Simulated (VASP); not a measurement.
# Mo (P6/mmm) in VASP: further runs

Mo is run at these levels: PBEsol; tasks: single point.

Everything below comes from runs of VASP 6.6.1. Logs are shortened: lines on timing, memory, paths and dates and some standing lists are left out, and cuts for length are marked.

## 1. The cell of the first run

Symmetry: P6/mmm, No. 191, hexagonal system. Conventional cell: a = 2.777 Å, b = 2.777 Å, c = 2.517 Å, α = 90.00°, β = 90.00°, γ = 120.00°. Mo (site symmetry 6/mmm) has 8 Mo at 2.52 to 2.78 Å within 3.3 Å.

## 2. Single point, PBEsol (strain +0.015 along x and y, -0.015 along z)

INCAR

```
SYSTEM = Mo
ALGO = Normal
EDIFF = 1E-7
ENCUT = 520
GGA = PS
ISIF = 2
ISMEAR = 0
LASPH = .True.
LCHARG = .False.
LREAL = .False.
LWAVE = .False.
NBANDS = 13
NELM = 60
PREC = Accurate
SIGMA = 0.15
```

KPOINTS

```
k-points
0
Gamma
  18 18 18
  0 0 0
```

POSCAR

```
Mo
1.0
    2.7765430532      0.0000000000      0.0000000000
   -1.3882715266      2.4045568187      0.0000000000
    0.0000000000      0.0000000000      2.5168529895
Mo
1
Direct
    0.0000000000      0.0000000000      0.5000000000
```

Potentials or basis: VASP PAW PBE potentials, release 64 (Mo_sv).

Run with:

```console
> cat potpaw_PBE.64/Mo_sv/POTCAR > POTCAR
> mpirun -np 1 vasp_std > vasp.out
```

OUTCAR:

```text
SYSTEM = Mo
   EDIFF = 1E-7
   ENCUT = 520
   GGA = PS
   ISIF = 2
   ISMEAR = 0
   LASPH = .True.
   LREAL = .False.
   NELM = 60
   PREC = Accurate

 ion  position               nearest neighbor table
   1  0.000  0.000  0.500-

  LATTYP: Found a hexagonal cell.
 ALAT       =     2.7765430532
 C/A-ratio  =     0.9064700029

  Lattice vectors:

 A1 = (   2.7765430532,   0.0000000000,   0.0000000000)
 A2 = (  -1.3882715266,   2.4045568187,   0.0000000000)
 A3 = (   0.0000000000,   0.0000000000,   2.5168529895)

Analysis of symmetry for initial positions (statically):
=====================================================================
 Subroutine PRICEL returns:
 Original cell was already a primitive cell.

 Routine SETGRP: Setting up the symmetry group for a
 hexagonal supercell.

 Subroutine GETGRP returns: Found 24 space group operations
 (whereof 24 operations were pure point group operations)
 out of a pool of 24 trial point group operations.

The static configuration has the point symmetry D_6h.

Analysis of symmetry for dynamics (positions and initial velocities):
=====================================================================
 Subroutine PRICEL returns:
 Original cell was already a primitive cell.

 Routine SETGRP: Setting up the symmetry group for a
 hexagonal supercell.

 Subroutine GETGRP returns: Found 24 space group operations
 (whereof 24 operations were pure point group operations)
 out of a pool of 24 trial point group operations.

The dynamic configuration has the point symmetry D_6h.

 Subroutine INISYM returns: Found 24 space group operations
 (whereof 24 operations are pure point group operations),
 and found     1 'primitive' translations

----------------------------------------------------------------------------------------

                                     Primitive cell

  volume of cell :      16.8034

  direct lattice vectors                    reciprocal lattice vectors
     2.776543053  0.000000000  0.000000000     0.360160091  0.207938526  0.000000000
    -1.388271527  2.404556819  0.000000000     0.000000000  0.415877052  0.000000000
     0.000000000  0.000000000  2.516852989     0.000000000  0.000000000  0.397321577

  length of vectors
     2.776543053  2.776543053  2.516852989     0.415877052  0.415877052  0.397321577

  position of ions in fractional coordinates (direct lattice)
     0.000000000  0.000000000  0.500000000

  ion indices of the primitive-cell ions
   primitive index   ion index
                 1           1

----------------------------------------------------------------------------------------

 KPOINTS: k-points

Automatic generation of k-mesh.
 Grid dimensions read from file:
 generate k-points for:   18   18   18

 Generating k-lattice:

  Cartesian coordinates                     Fractional coordinates (reciprocal lattice)
     0.020008894  0.011552140  0.000000000     0.055555556  0.000000000  0.000000000
     0.000000000  0.023104281  0.000000000     0.000000000  0.055555556  0.000000000
     0.000000000  0.000000000  0.022073421     0.000000000  0.000000000  0.055555556

  Length of vectors
     0.023104281  0.023104281  0.022073421

  Shift w.r.t. Gamma in fractional coordinates (k-lattice)
     0.000000000  0.000000000  0.000000000

 Subroutine IBZKPT returns following result:
 ===========================================

 Found    370 irreducible k-points:

 Following reciprocal coordinates:
            Coordinates               Weight
  0.000000  0.000000  0.000000      1.000000
  0.055556 -0.000000  0.000000      6.000000
  0.111111 -0.000000  0.000000      6.000000
  0.166667  0.000000  0.000000      6.000000
  0.222222  0.000000  0.000000      6.000000
  0.277778  0.000000  0.000000      6.000000
[... 16 lines left out ...]
  0.333333  0.111111  0.000000     12.000000
  0.388889  0.111111  0.000000     12.000000
 [... further k-points ...]
   k-points           NKPTS =    370   k-points in BZ     NKDIM =    370   number of bands    NBANDS=     13
   number of dos      NEDOS =    301   number of ions     NIONS =      1
   total plane-waves  NPLWV =  11520
   dimension x,y,z NGX =    24 NGY =   24 NGZ =   20
   dimension x,y,z NGXF=    48 NGYF=   48 NGZF=   40
   ions per type =               1
   NGX,Y,Z   is equivalent  to a cutoff of  14.37, 14.37, 13.21 a.u.
   NGXF,Y,Z  is equivalent  to a cutoff of  28.74, 28.74, 26.42 a.u.
 SYSTEM =  Mo
   PREC   = accura    normal or accurate (medium, high low for compatibility)
   ISTART =      0    job   : 0-new  1-cont  2-samecut
   ICHARG =      2    charge: 1-file 2-atom 10-const
   ISPIN  =      1    spin polarized calculation?
   LNONCOLLINEAR =      F non collinear calculations
   LSORBIT =      F    spin-orbit coupling
   LASPH  =      T    aspherical Exc in radial PAW
   ENCUT  =  520.0 eV  38.22 Ry    6.18 a.u.   5.16  5.16  4.68*2*pi/ulx,y,z
   NELM   =     60;   NELMIN=  2; NELMDL= -5     # of ELM steps
[... 17 lines left out ...]
   IALGO  =     38    algorithm
   IMIX   =      4    mixing-type and parameters
     AMIX     =   0.40;   BMIX     =  1.00
     AMIX_MAG =   1.60;   BMIX_MAG =  1.00
  volume/ion in A,a.u.               =      16.80       113.39
  Fermi-wavevector in a.u.,A,eV,Ry     =   1.540465  2.911056 32.287052  2.373031
  Thomas-Fermi vector in A             =   2.646548
   LORBIT       =      0    0 simple, 1 ext, 2 COOP (PROOUT), +10 PAW based schemes
   GGA     = PS    functional components
   LHFCALC =     F    Hartree Fock is set to
   AEXX    =    0.0000 exact exchange contribution
   IVDW    =     0    specifies the selected vdW correction
   LEPSILON=     F    determine dielectric tensor
   LRPA    =     F    only Hartree local field effects (RPA)
 non-spin polarized calculation
 Gauss-broadening in eV      SIGMA  =   0.15
  energy-cutoff  :      520.00
  volume of cell :       16.80
 maximum number of plane-waves:       466
 NGX is ok and might be reduce to    24
   NGX = 11   NGY = 11   NGZ =  9

 number of electron      14.0000001 magnetization

 Free energy of the ion-electron system (eV)
  ---------------------------------------------------
  ext. energy  EPLUGINS =         0.00000000
  ---------------------------------------------------
  free energy    TOTEN  =       -10.86728964 eV

  energy without entropy =      -10.85561833  energy(sigma->0) =      -10.86145399

 E-fermi :  11.1297     XC(G=0): -13.0362

 val. band max:       11.1280358713   @ k =   0.4444   0.0556   0.0556
 cond. band min:      11.1310413130   @ k =   0.1111   0.1111   0.5000
 fundamental gap:      0.0030054417
 Fermi energy:        11.1296846366

 k-point     1 :       0.0000    0.0000    0.0000
  band No.  band energies     occupation
      1     -49.7491      2.00000
      2     -23.1363      2.00000
      3     -23.1363      2.00000
      4     -22.8785      2.00000
      5       4.4362      2.00000
      6       6.9062      2.00000
      7      10.2752      2.00000
      8      10.2752      2.00000
      9      15.3564      0.00000
     10      15.3564      0.00000
     11      23.9676      0.00000
     12      27.6021      0.00000
     13      31.1716      0.00000

 k-point     2 :       0.0556   -0.0000    0.0000
  band No.  band energies     occupation
      1     -49.7434      2.00000
      2     -23.1754      2.00000
      3     -23.1451      2.00000
      4     -22.8746      2.00000
      5       4.5537      2.00000
      6       6.9520      2.00000
      7      10.1588      2.00000
      8      10.3813      2.00000
      9      15.2416      0.00000
     10      15.3372      0.00000
     11      24.2338      0.00000
     12      27.8287      0.00000
     13      30.5607      0.00000

 k-point     3 :       0.1111   -0.0000    0.0000
  band No.  band energies     occupation
      1     -49.7271      2.00000
      2     -23.2870      2.00000
      3     -23.1702      2.00000
      4     -22.8634      2.00000
      5       4.8888      2.00000
      6       7.0855      2.00000
      7       9.8588      2.00000
      8      10.6953      1.99996
      9      14.9281      0.00000
     10      15.2823      0.00000
     11      24.9537      0.00000
     12      28.4700      0.00000
     13      29.2863      0.00000
[... 305 lines left out ...]
 k-point    23 :       0.3333    0.1111    0.0000
  band No.  band energies     occupation
      1     -49.5738      2.00000
      2     -24.1926      2.00000
      3     -23.4730      2.00000
      4     -22.7590      2.00000
      5       6.9722      2.00000
      6       7.7924      2.00000
      7      10.4371      2.00000
      8      12.8865      0.00000
      9      14.6008      0.00000
     10      15.1299      0.00000
     11      21.6977      0.00000
     12      24.0894      0.00000
     13      29.2542      0.00000

 k-point    24 :       0.3889    0.1111    0.0000
  band No.  band energies     occupation
      1     -49.5579      2.00000
      2     -24.2796      2.00000
      3     -23.5041      2.00000
      4     -22.7483      2.00000
      5       6.8659      2.00000
      6       7.9209      2.00000
      7      11.0957      1.25155
      8      12.7210      0.00000
      9      14.5327      0.00000
     10      15.8381      0.00000
     11      20.8401      0.00000
     12      23.4167      0.00000
     13      28.8137      0.00000

 [... further k-points ...]
[... 5 lines left out ...]
  --------------------------------------------------------------------------------------
  -------------------------------------------------------------------------------------
  Total       -0.7151663     -0.7151663     -0.5518093      0.0000000      0.0000000      0.0000000
  in kB      -68.1899387    -68.1899387    -52.6141210      0.0000000      0.0000000      0.0000000
  external PRESSURE =     -62.9979995 kB  Pullay stress =       0.0000000 kB

 VOLUME and BASIS-vectors are now :
 -----------------------------------------------------------------------------
  energy-cutoff  :      520.00
  volume of cell :       16.80
      direct lattice vectors                 reciprocal lattice vectors
     2.776543053  0.000000000  0.000000000     0.360160091  0.207938526  0.000000000
    -1.388271527  2.404556819  0.000000000     0.000000000  0.415877052  0.000000000
     0.000000000  0.000000000  2.516852989     0.000000000  0.000000000  0.397321577

 POSITION                                       TOTAL-FORCE (eV/Angst)
 -----------------------------------------------------------------------------------
      0.00000      0.00000      1.25843        -0.000000      0.000000      0.000000
 -----------------------------------------------------------------------------------
    total drift:                                0.000000      0.000000     -0.000000

  FREE ENERGIE OF THE ION-ELECTRON SYSTEM (eV)
  ---------------------------------------------------
  free  energy   TOTEN  =       -10.8672896421 eV

  energy  without entropy=      -10.8556183298  energy(sigma->0) =      -10.86145399
```

Run time: 30 s. Hardware: 1 thread of Intel Xeon Platinum 8488C (Sapphire Rapids), shared host; peak memory 0.19 GiB.

What came out:

```yaml
Free_energy: -10.8673 eV
Pressure: -6.3 GPa
Band_gap_on_the_k_mesh: zero (band 7 reaches 12.06 eV, above the bottom of band 8 at 10.28 eV)
```

Stress tensor (GPa, compression positive):
```
-6.82  0.00  0.00
 0.00 -6.82  0.00
 0.00  0.00 -5.26
```

Levels at points of the mesh, in eV from the Fermi level:
| k point | band 3 | band 4 | band 5 | band 6 | band 7 | band 8 | band 9 | band 10 | band 11 | band 12 |
| --- | --- | --- | --- | --- | --- | --- | --- | --- | --- | --- |
| (0.00, 0.00, 0.00) | -34.27 | -34.01 | -6.69 | -4.22 | -0.85 | -0.85 | 4.23 | 4.23 | 12.84 | 16.47 |
| (0.50, 0.00, 0.00) | -34.55 | -33.88 | -4.74 | -3.20 | 0.93 | 1.44 | 3.63 | 4.20 | 9.72 | 13.05 |
| (0.00, 0.00, 0.50) | -34.08 | -34.08 | -3.43 | 0.07 | 0.07 | 0.31 | 0.54 | 0.54 | 10.64 | 16.23 |
| (0.50, 0.00, 0.50) | -35.20 | -34.34 | -5.21 | -3.05 | -0.64 | 4.61 | 6.18 | 6.54 | 7.17 | 16.28 |

Caveat: the cell differs from its parent crystal (strain +0.015 along x and y, -0.015 along z); the PAW data sets were made with another functional, which shifts forces and pressure a little.

(Part 1 of 2 ends here.)
